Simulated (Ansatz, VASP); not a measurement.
# Si2Ni in VASP and in Ansatz

File INCAR:

```
SYSTEM = Si2Ni
PREC = Accurate ; ENCUT = 600
EDIFF = 1E-6 ; ISMEAR = 0
SIGMA = 0.1 ; LREAL = .False.
LASPH = .True. ; NELM = 60
ALGO = Normal ; ISIF = 3
LWAVE = .False. ; LCHARG = .False.
GGA = PE ; IBRION = 2
NSW = 100 ; EDIFFG = -0.005
```

File KPOINTS:

```
Automatic mesh
0
Gamma
  14 14 14
  0 0 0
```

Contents of POSCAR:

```
Si2Ni
1.0
    0.0000000000      2.6975000000      2.6975000000
    2.6975000000      0.0000000000      2.6975000000
    2.6975000000      2.6975000000      0.0000000000
Si Ni
2 1
Direct
    0.2500000000      0.2500000000      0.2500000000
    0.7500000000      0.7500000000      0.7500000000
    0.0000000000      0.0000000000      0.0000000000
```

Input for Ansatz:

```yaml
crystal:
  lattice:
    - [0.0, 2.6975, 2.6975]
    - [2.6975, 0.0, 2.6975]
    - [2.6975, 2.6975, 0.0]
  atoms:
    - { symbol: Si, position: [0.25, 0.25, 0.25] }
    - { symbol: Si, position: [0.75, 0.75, 0.75] }
    - { symbol: Ni, position: [0.0, 0.0, 0.0] }
basis:
  ecutwfc: 420
kpoints:
  mp_grid: { grid: [14, 14, 14] }
hamiltonian:
  xc: pbe
scf:
  occupations: { method: gaussian, width: 0.1 }
output:
  forces: true
  stress: true
  eigenvalues: true
relax:
  adjacent_minimum: "off"
  f_tol: 0.005
  max_steps: 80
  cell: { stress_tol: 0.05 }
```

Alike in both runs: task relaxation of cell and atoms; functional PBE; k mesh 14 × 14 × 14; occupations gaussian, width 0.1 eV; no spin polarisation.

|  | VASP | Ansatz |
| --- | --- | --- |
| version | VASP 6.6.1 | Ansatz 0.2.0 |
| potentials or method | VASP PAW PBE potentials, release 64 (Si, Ni), cutoff 600 eV | scalar-relativistic, plane waves, PAW |
| valence electrons in the cell | 18 | 26 |

Ansatz gave:

* gap on the k mesh at the Fermi level, each at its own relaxed structure (eV): none
* relaxed volume (Å³/atom): 13.47
* relaxed length of the cell vector where the two differ most in proportion (Å): 3.851

**Question.** Estimate VASP's values.

**Answer.** gap on the k mesh at the Fermi level, each at its own relaxed structure (eV): none; relaxed volume (Å³/atom): 13.47; relaxed length of the cell vector where the two differ most in proportion (Å): 3.852.

A gap of «none» marks a metal or a gap that the smearing closes. VASP's potentials hold 18 valence electrons a cell and Ansatz's 26, so a difference there can come from the potentials and not from the codes.
